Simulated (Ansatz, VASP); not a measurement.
# AlN: VASP beside Ansatz

```
Al N
1.0
     5.61878    0.00000    0.00000
     0.00000    5.61878    0.00000
     0.00000    0.00000    3.00773
Al N
4 4
Direct
  0.40027 0.83275 0.41214
  0.59973 0.16725 0.91214
  0.16725 0.40027 0.16214
  0.83275 0.59973 0.66214
  0.62210 0.82839 0.89279
  0.37790 0.17161 0.39279
  0.17161 0.62210 0.64279
  0.82839 0.37790 0.14279
```

Alike in both runs: functional PBE; k mesh 2 × 2 × 3; occupations gaussian, width 0.15 eV; no spin polarisation.

Ansatz relaxed the structure, and its values are those at the end. VASP's run is a single point on that final structure, the one shown.

|  | VASP | Ansatz |
| --- | --- | --- |
| version | VASP 6.6.1 | Ansatz 0.2.0 |
| potentials or method | VASP PAW PBE potentials, release 64 (Al, N), cutoff 600 eV | scalar-relativistic, plane waves, PAW |
| valence electrons in the cell | 32 | 32 |

|  | VASP | Ansatz | Ansatz less VASP |
| --- | --- | --- | --- |
| gap on the k mesh at the Fermi level (eV) | 2.66 | 2.66 | -0.003 |
| least direct gap on the mesh (eV) | 2.66 | 2.66 | -0.003 |
| pressure (GPa) | -0.6 | -0.4 | +0.27 |
| rms of the force components (eV/Å) | 0.028 | 0.028 | +0.0008 |

The functional is the same, so the differences come from potentials, cutoffs and numerics.

The k mesh is coarse, so the values compare programs but aren't converged.
